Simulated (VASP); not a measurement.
A run of VASP 6.6.1 is set up as follows.

The input POSCAR:

```
Ir
1.0
    0.0000000000      1.8897103398      1.8897103398
    1.8897103398      0.0000000000      1.8897103398
    1.8897103398      1.8897103398      0.0000000000
Ir
1
Direct
    0.0000000000      0.0000000000      0.0000000000
```

File INCAR.step1:

```
PREC     = Accurate       # precision mode
ENCUT    = 520            # plane-wave cutoff, eV
ISMEAR   = -1             # smearing method
SIGMA    = 0.05           # smearing width, eV
LREAL    = F              # projectors in reciprocal space
LASPH    = T              # aspherical terms in the spheres
NELM     = 80             # most SCF steps
NBANDS   = 10             # bands
GGA      = PE             # functional
ALGO     = Normal         # electronic algorithm
EDIFF    = 1E-4           # SCF threshold, eV
LWAVE    = T              # write WAVECAR
LCHARG   = F              # write CHGCAR
```

File INCAR.step2:

```
PREC     = Accurate       # precision mode
ENCUT    = 520            # plane-wave cutoff, eV
EDIFF    = 1E-6           # SCF threshold, eV
ISMEAR   = -1             # smearing method
SIGMA    = 0.05           # smearing width, eV
LREAL    = F              # projectors in reciprocal space
LASPH    = T              # aspherical terms in the spheres
NELM     = 80             # most SCF steps
ALGO     = Normal         # electronic algorithm
ISIF     = 2              # what is computed and relaxed
LWAVE    = F              # write WAVECAR
LCHARG   = T              # write CHGCAR
METAGGA  = R2SCAN         # meta-GGA
LMIXTAU  = T            
LELF     = T              # ELF
LVHAR    = T            
NBANDS   = 10             # bands
ISTART   = 1
```

KPOINTS

```
regular mesh
0
Gamma
  12 12 12
```

Potentials or basis: VASP PAW PBE potentials, release 64 (Ir).

Launch:

```console
$ cat potpaw_PBE.64/Ir/POTCAR > POTCAR
$ cp INCAR.step1 INCAR
$ mpirun -np 1 vasp_std > vasp.out
$ cp INCAR.step2 INCAR
$ mpirun -np 1 vasp_std > vasp.out
```

**Question.** Estimate the pressure.

**Answer.** 24.7 GPa.

Caveat: the PAW data sets were made with another functional, which shifts forces and pressure a little.
